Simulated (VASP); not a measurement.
# AlN (F-43m) in VASP: a series of runs

The runs below take AlN through relaxation of cell and atoms, with r2SCAN.

All numbers are computed with VASP 6.6.1; they aren't measurements. Logs are shortened: lines on timing, memory, paths and dates and some standing lists are left out, and cuts for length are marked.

## Step 1: The cell of the first run

It takes space group F-43m (No. 216, cubic). Conventional cell: a = 4.370 Å, b = 4.370 Å, c = 4.370 Å, α = 90.00°, β = 90.00°, γ = 90.00°. Al (site symmetry -43m) has 4 N at 1.89 Å within 2.5 Å. N (site symmetry -43m) has 4 Al at 1.89 Å within 2.5 Å.

## Step 2: Relaxation of cell and atoms, r2SCAN, target pressure 7 GPa, at which the enthalpy is minimised

File POSCAR:

```
AlN
1.0
    0.0000000000      2.1848999340      2.1848999340
    2.1848999340      0.0000000000      2.1848999340
    2.1848999340      2.1848999340      0.0000000000
Al N
1 1
Direct
    0.0000000000      0.0000000000      0.0000000000
    0.2500000000      0.2500000000      0.2500000000
```

File INCAR.step1:

```
PREC = Accurate ; ENCUT = 600
ISMEAR = 0 ; SIGMA = 0.01
LREAL = False ; LASPH = True
NELM = 60 ; GGA = PE
ALGO = Normal ; EDIFF = 1E-4
LWAVE = True ; LCHARG = False
```

File INCAR.step2:

```
PREC = Accurate ; ENCUT = 600
EDIFF = 1E-6 ; ISMEAR = 0
SIGMA = 0.01 ; LREAL = False
LASPH = True ; NELM = 60
ALGO = Normal ; ISIF = 3
LWAVE = False ; LCHARG = False
METAGGA = R2SCAN ; LMIXTAU = True
IBRION = 2 ; NSW = 100
EDIFFG = -0.002 ; PSTRESS = 70.0
ISTART = 1
```

File KPOINTS:

```
Automatic mesh
0
Gamma
  8 8 8
```

Potentials or basis: VASP PAW PBE potentials, release 64 (Al, N).

Run with:

```sh
> cat potpaw_PBE.64/Al/POTCAR potpaw_PBE.64/N/POTCAR > POTCAR
> cp INCAR.step1 INCAR
> mpirun -np 1 vasp_std > vasp.out
> cp INCAR.step2 INCAR
> mpirun -np 1 vasp_std > vasp.out
```

OUTCAR:

```text
PREC = Accurate
   ENCUT = 600
   EDIFF = 1E-6
   ISMEAR = 0
   LREAL = False
   LASPH = True
   NELM = 60
   ISIF = 3
   METAGGA = R2SCAN
   IBRION = 2
   NSW = 100
   EDIFFG = -0.002
   PSTRESS = 70.0
   ISTART = 1

 ion  position               nearest neighbor table
   1  0.000  0.000  0.000-   2 1.89   2 1.89   2 1.89   2 1.89
   2  0.250  0.250  0.250-   1 1.89   1 1.89   1 1.89   1 1.89

  LATTYP: Found a face centered cubic cell.
 ALAT       =     4.3697998680

  Lattice vectors:

 A1 = (   0.0000000000,   2.1848999340,   2.1848999340)
 A2 = (   2.1848999340,   0.0000000000,   2.1848999340)
 A3 = (   2.1848999340,   2.1848999340,   0.0000000000)

Analysis of symmetry for initial positions (statically):
=====================================================================
 Subroutine PRICEL returns:
 Original cell was already a primitive cell.

 Routine SETGRP: Setting up the symmetry group for a
 face centered cubic supercell.

 Subroutine GETGRP returns: Found 24 space group operations
 (whereof 24 operations were pure point group operations)
 out of a pool of 48 trial point group operations.

The static configuration has the point symmetry T_d .

Analysis of symmetry for dynamics (positions and initial velocities):
=====================================================================
 Subroutine PRICEL returns:
 Original cell was already a primitive cell.

 Routine SETGRP: Setting up the symmetry group for a
 face centered cubic supercell.

 Subroutine GETGRP returns: Found 24 space group operations
 (whereof 24 operations were pure point group operations)
 out of a pool of 48 trial point group operations.

The dynamic configuration has the point symmetry T_d .

 Subroutine INISYM returns: Found 24 space group operations
 (whereof 24 operations are pure point group operations),
 and found     1 'primitive' translations

----------------------------------------------------------------------------------------

                                     Primitive cell

  volume of cell :      20.8605

  direct lattice vectors                    reciprocal lattice vectors
     0.000000000  2.184899934  2.184899934    -0.228843432  0.228843432  0.228843432
     2.184899934  0.000000000  2.184899934     0.228843432 -0.228843432  0.228843432
     2.184899934  2.184899934  0.000000000     0.228843432  0.228843432 -0.228843432

  length of vectors
     3.089915119  3.089915119  3.089915119     0.396368452  0.396368452  0.396368452

  position of ions in fractional coordinates (direct lattice)
     0.000000000  0.000000000  0.000000000
     0.250000000  0.250000000  0.250000000

  ion indices of the primitive-cell ions
   primitive index   ion index
                 1           1
                 2           2

----------------------------------------------------------------------------------------

 KPOINTS: Automatic mesh

Automatic generation of k-mesh.
 Grid dimensions read from file:
 generate k-points for:    8    8    8

 Generating k-lattice:

  Cartesian coordinates                     Fractional coordinates (reciprocal lattice)
    -0.028605429  0.028605429  0.028605429     0.125000000  0.000000000  0.000000000
     0.028605429 -0.028605429  0.028605429     0.000000000  0.125000000  0.000000000
     0.028605429  0.028605429 -0.028605429     0.000000000  0.000000000  0.125000000

  Length of vectors
     0.049546056  0.049546056  0.049546056

  Shift w.r.t. Gamma in fractional coordinates (k-lattice)
     0.000000000  0.000000000  0.000000000

 Subroutine IBZKPT returns following result:
 ===========================================

 Found     29 irreducible k-points:

 Following reciprocal coordinates:
            Coordinates               Weight
  0.000000  0.000000  0.000000      1.000000
  0.125000  0.000000  0.000000      8.000000
  0.250000  0.000000  0.000000      8.000000
  0.375000  0.000000  0.000000      8.000000
  0.500000  0.000000  0.000000      4.000000
  0.125000  0.125000  0.000000      6.000000
[... 16 lines left out ...]
  0.500000  0.250000  0.125000     48.000000
 -0.375000  0.250000  0.125000     24.000000
 [... further k-points ...]
   k-points           NKPTS =     29   k-points in BZ     NKDIM =     29   number of bands    NBANDS=      8
   number of dos      NEDOS =    301   number of ions     NIONS =      2
   total plane-waves  NPLWV =  21952
   dimension x,y,z NGX =    28 NGY =   28 NGZ =   28
   dimension x,y,z NGXF=    56 NGYF=   56 NGZF=   56
   ions per type =               1   1
   NGX,Y,Z   is equivalent  to a cutoff of  15.06, 15.06, 15.06 a.u.
   NGXF,Y,Z  is equivalent  to a cutoff of  30.13, 30.13, 30.13 a.u.
 SYSTEM =  unknown system
   PREC   = accura    normal or accurate (medium, high low for compatibility)
   ISTART =      1    job   : 0-new  1-cont  2-samecut
   ICHARG =      0    charge: 1-file 2-atom 10-const
   ISPIN  =      1    spin polarized calculation?
   LNONCOLLINEAR =      F non collinear calculations
   LSORBIT =      F    spin-orbit coupling
   LASPH  =      T    aspherical Exc in radial PAW
   ENCUT  =  600.0 eV  44.10 Ry    6.64 a.u.   6.17  6.17  6.17*2*pi/ulx,y,z
   NELM   =     60;   NELMIN=  2; NELMDL=  0     # of ELM steps
   EDIFF  = 0.1E-05   stopping-criterion for ELM
   LREAL  =      F    real-space projection
   EDIFFG = -.2E-02   stopping-criterion for IOM
   NSW    =    100    number of steps for IOM
   IBRION =      2    ionic relax: 0-MD 1-quasi-New 2-CG
   NFREE  =      1    steps in history (QN), initial steepest desc. (CG)
   ISIF   =      3    stress and relaxation
   ISYM   =      2    0-nonsym 1-usesym 2-fastsym
   POTIM  = 0.5000    time-step for ionic-motion
   TEBEG  =    0.0;   TEEND  =   0.0 temperature during run
   PSTRESS=   70.0 pullay stress
   NELECT =       8.0000    total number of electrons
   NUPDOWN=      -1.0000    fix difference up-down
   EMIN   =  10.00;   EMAX   =-10.00  energy-range for DOS
   EFERMI =   0.00;   METHOD = LEGACY
   ISMEAR =     0;   SIGMA  =   0.01  broadening in eV -4-tet -1-fermi 0-gaus
   EFERMI_NEDOS =   21; number of points for ismear=-14 and -15
   IALGO  =     38    algorithm
   IMIX   =      4    mixing-type and parameters
     AMIX     =   0.40;   BMIX     =  1.00
     AMIX_MAG =   1.60;   BMIX_MAG =  1.00
  volume/ion in A,a.u.               =      10.43        70.39
  Fermi-wavevector in a.u.,A,eV,Ry     =   1.189406  2.247650 19.247964  1.414685
  Thomas-Fermi vector in A             =   2.325514
   LORBIT       =      0    0 simple, 1 ext, 2 COOP (PROOUT), +10 PAW based schemes
   METAGGA = R2SCAN    functional components
   LHFCALC =     F    Hartree Fock is set to
   AEXX    =    0.0000 exact exchange contribution
   IVDW    =     0    specifies the selected vdW correction
   LEPSILON=     F    determine dielectric tensor
   LRPA    =     F    only Hartree local field effects (RPA)
 conjugate gradient relaxation of ions
 non-spin polarized calculation
 Gauss-broadening in eV      SIGMA  =   0.01
  energy-cutoff  :      600.00
  volume of cell :       20.86
 maximum number of plane-waves:       725
 NGX is ok and might be reduce to    28
   NGX = 13   NGY = 13   NGZ = 13

--------------------------------------- Ionic step        1  -------------------------------------------

 number of electron       7.9999999 magnetization

 Free energy of the ion-electron system (eV)
  ---------------------------------------------------
  ext. energy  EPLUGINS =         0.00000000
  ---------------------------------------------------
  free energy    TOTEN  =       -19.17961426 eV

  energy without entropy =      -19.17961426  energy(sigma->0) =      -19.17961426

------------------------ aborting loop because EDIFF is reached ----------------------------------------

  FORCE on cell =-STRESS in cart. coord.  units (eV):
  Direction    XX          YY          ZZ          XY          YZ          ZX
  --------------------------------------------------------------------------------------
  -------------------------------------------------------------------------------------
  Total       -0.0442827     -0.0442827     -0.0442827      0.0000000      0.0000000      0.0000000
  in kB       -3.4011016     -3.4011016     -3.4011016      0.0000000      0.0000000      0.0000000
  external PRESSURE =     -73.4011016 kB  Pullay stress =      70.0000000 kB
[... 99 lines left out ...]
  enthalpy is  TOTEN    =       -18.2837376517 eV   P V=        0.8826840472

--------------------------------------- Ionic step        4  -------------------------------------------

 number of electron       8.0000000 magnetization

 Free energy of the ion-electron system (eV)
  ---------------------------------------------------
  ext. energy  EPLUGINS =         0.00000000
  ---------------------------------------------------
  free energy    TOTEN  =       -19.16585418 eV

  energy without entropy =      -19.16585418  energy(sigma->0) =      -19.16585418

 E-fermi :   6.0374     XC(G=0): -11.5613

 val. band max:        5.9897589687   @ k =   0.0000   0.0000   0.0000
 cond. band min:       9.9485566623   @ k =   0.5000   0.5000   0.0000
 fundamental gap:      3.9587976936
 Fermi energy:         6.0373613497

 k-point     1 :       0.0000    0.0000    0.0000
  band No.  band energies     occupation
      1      -9.9372      2.00000
      2       5.9898      2.00000
      3       5.9898      2.00000
      4       5.9898      2.00000
      5      11.1792      0.00000
      6      19.8381      0.00000
      7      19.8381      0.00000
      8      19.8381      0.00000
[... 243 lines left out ...]
 k-point    24 :      -0.3750    0.2500    0.1250
  band No.  band energies     occupation
      1      -7.4994      2.00000
      2       0.7058      2.00000
      3       3.7136      2.00000
      4       4.8478      2.00000
      5      13.9434      0.00000
      6      16.4064      0.00000
      7      19.4782      0.00000
      8      19.9465      0.00000

 [... further k-points ...]
[... 5 lines left out ...]
  --------------------------------------------------------------------------------------
  -------------------------------------------------------------------------------------
  Total        0.8824746      0.8824746      0.8824746      0.0000000     -0.0000000     -0.0000000
  in kB       70.0284687     70.0284687     70.0284687      0.0000000     -0.0000000     -0.0000000
  external PRESSURE =       0.0284687 kB  Pullay stress =      70.0000000 kB
[... 17 lines left out ...]
  FREE ENERGIE OF THE ION-ELECTRON SYSTEM (eV)
  ---------------------------------------------------
  free  energy   TOTEN  =       -19.1658541837 eV

  energy  without entropy=      -19.1658541837  energy(sigma->0) =      -19.16585418

  enthalpy is  TOTEN    =       -18.2837383428 eV   P V=        0.8821158410

 reached required accuracy - stopping structural energy minimisation
```

Run time: 3.3 min. Hardware: 1 thread of AMD EPYC 7R43 (Zen 3), shared host; peak memory 0.12 GiB.

What came out:

* Free energy: -19.1659 eV
* Relaxed volume: 10.10 Å³/atom
* Relaxed cell: a = 3.056 Å, b = 3.056 Å, c = 3.056 Å, α = 60.00°, β = 60.00°, γ = 60.00°
* Space group after relaxing (to 0.05 Å): F-43m (No. 216)
* Energy change on relaxing (the enthalpy is what falls): +6.9 meV/atom
* Ionic steps: 4
* Pressure after relaxing: 7.0 GPa
* Band gap on the k mesh: 3.96 eV, indirect (least direct gap 5.19 eV)

The path:
```csv
step,energy change (eV),largest force (eV/Å),pressure (GPa),volume (Å³)
1,0.0000,0.0000,-0.34,20.86
2,0.0678,0.0000,16.57,19.45
3,0.0132,0.0000,6.85,20.20
4,0.0138,0.0000,7.00,20.19
```

Final structure:
```cif
data_structure
_symmetry_space_group_name_H-M 'P 1'
_symmetry_Int_Tables_number 1
_cell_length_a 3.0565
_cell_length_b 3.0565
_cell_length_c 3.0565
_cell_angle_alpha 60.000
_cell_angle_beta 60.000
_cell_angle_gamma 60.000
_cell_volume 20.19
loop_
_atom_site_label
_atom_site_type_symbol
_atom_site_fract_x
_atom_site_fract_y
_atom_site_fract_z
_atom_site_occupancy
Al1 Al 0.00000 0.00000 0.00000 1
N1 N 0.25000 0.25000 0.25000 1
```

Levels at points of the mesh, in eV from the valence-band top:
| k point | band 2 | band 3 | band 4 | band 5 | band 6 | band 7 |
| --- | --- | --- | --- | --- | --- | --- |
| (0.00, 0.00, 0.00) | 0.00 | 0.00 | 0.00 | 5.19 | 13.85 | 13.85 |
| (0.50, 0.00, 0.00) | -6.03 | -0.49 | -0.49 | 8.51 | 11.06 | 12.15 |
| (0.50, 0.50, 0.00) | -5.05 | -1.84 | -1.84 | 3.96 | 9.68 | 15.66 |

Caveat: the cell is relaxed towards a set pressure, so the enthalpy falls and the energy may rise; the PAW data sets were made with another functional, which shifts forces and pressure a little.

## Step 3: Relaxation of cell and atoms, r2SCAN, target pressure 10 GPa, at which the enthalpy is minimised

POSCAR is that of step 2.

File INCAR.step1:

```
SYSTEM = AlN
PREC     = Accurate       ! precision mode
ENCUT    = 600            ! plane-wave cutoff, eV
ISMEAR   = 0              ! smearing method
SIGMA    = 0.01           ! smearing width, eV
LREAL    = .False.        ! projectors in reciprocal space
LASPH    = .True.         ! aspherical terms in the spheres
NELM     = 100            ! most SCF steps
GGA      = PE             ! functional
ALGO     = Normal         ! electronic algorithm
EDIFF    = 1E-4           ! SCF threshold, eV
LWAVE    = .True.         ! write WAVECAR
LCHARG   = .False.        ! write CHGCAR
```

File INCAR.step2:

```
SYSTEM = AlN
PREC     = Accurate       ! precision mode
ENCUT    = 600            ! plane-wave cutoff, eV
EDIFF    = 1E-6           ! SCF threshold, eV
ISMEAR   = 0              ! smearing method
SIGMA    = 0.01           ! smearing width, eV
LREAL    = .False.        ! projectors in reciprocal space
LASPH    = .True.         ! aspherical terms in the spheres
NELM     = 100            ! most SCF steps
ALGO     = Normal         ! electronic algorithm
ISIF     = 3              ! what is computed and relaxed
LWAVE    = .False.        ! write WAVECAR
LCHARG   = .False.        ! write CHGCAR
METAGGA  = R2SCAN         ! meta-GGA
LMIXTAU  = .True.       
IBRION   = 2              ! ionic algorithm
NSW      = 100            ! ionic steps
EDIFFG   = -0.002         ! ionic threshold
PSTRESS  = 100.0        
ISTART   = 1
```

File KPOINTS:

```
regular mesh
0
Gamma
  8 8 8
  0 0 0
```

Potentials or basis: VASP PAW PBE potentials, release 64 (Al, N).

Run with:

```sh
> cat potpaw_PBE.64/Al/POTCAR potpaw_PBE.64/N/POTCAR > POTCAR
> cp INCAR.step1 INCAR
> mpirun -np 1 vasp_std > vasp.out
> cp INCAR.step2 INCAR
> mpirun -np 1 vasp_std > vasp.out
```

Wall time 3.2 min (1 thread of AMD EPYC 7R43 (Zen 3), shared host); peak memory 0.13 GiB.

The run converged. Its results:

```yaml
Free_energy: -19.1527 eV
Relaxed_volume: 9.97 Å³/atom
Relaxed_cell: a = 3.044 Å, b = 3.044 Å, c = 3.044 Å, α = 60.00°, β = 60.00°, γ = 60.00°
Space_group_after_relaxing_to_0.05_Å: F-43m (No. 216)
Energy_change_on_relaxing_the_enthalpy_is_what_falls: +13.4 meV/atom
Ionic_steps: 4
Pressure_after_relaxing: 10.0 GPa
Band_gap_on_the_k_mesh: 3.97 eV, indirect (least direct gap 5.31 eV)
```

The path:
```tsv
step	energy change (eV)	largest force (eV/Å)	pressure (GPa)	volume (Å³)
1	0.0000	0.0000	-0.34	20.86
2	0.1400	0.0000	25.00	18.89
3	0.0258	0.0000	9.78	19.96
4	0.0269	0.0000	10.00	19.94
```

Final structure:
```cif
data_structure
_symmetry_space_group_name_H-M 'P 1'
_symmetry_Int_Tables_number 1
_cell_length_a 3.0440
_cell_length_b 3.0440
_cell_length_c 3.0440
_cell_angle_alpha 60.000
_cell_angle_beta 60.000
_cell_angle_gamma 60.000
_cell_volume 19.94
loop_
_atom_site_label
_atom_site_type_symbol
_atom_site_fract_x
_atom_site_fract_y
_atom_site_fract_z
_atom_site_occupancy
Al1 Al 0.00000 0.00000 0.00000 1
N1 N 0.25000 0.25000 0.25000 1
```

Levels at points of the mesh, in eV from the valence-band top:
```tsv
k point	band 1	band 2	band 3	band 4	band 5	band 6	band 7	band 8
(0.00, 0.00, 0.00)	-16.00	0.00	0.00	0.00	5.31	13.98	13.98	13.98
(0.50, 0.00, 0.00)	-13.86	-6.08	-0.49	-0.49	8.63	11.15	12.23	12.23
(0.50, 0.50, 0.00)	-13.19	-5.09	-1.85	-1.85	3.97	9.76	15.84	17.53
```

Caveat: the cell is relaxed towards a set pressure, so the enthalpy falls and the energy may rise; the PAW data sets were made with another functional, which shifts forces and pressure a little.

(Part 1 of 2 ends here.)
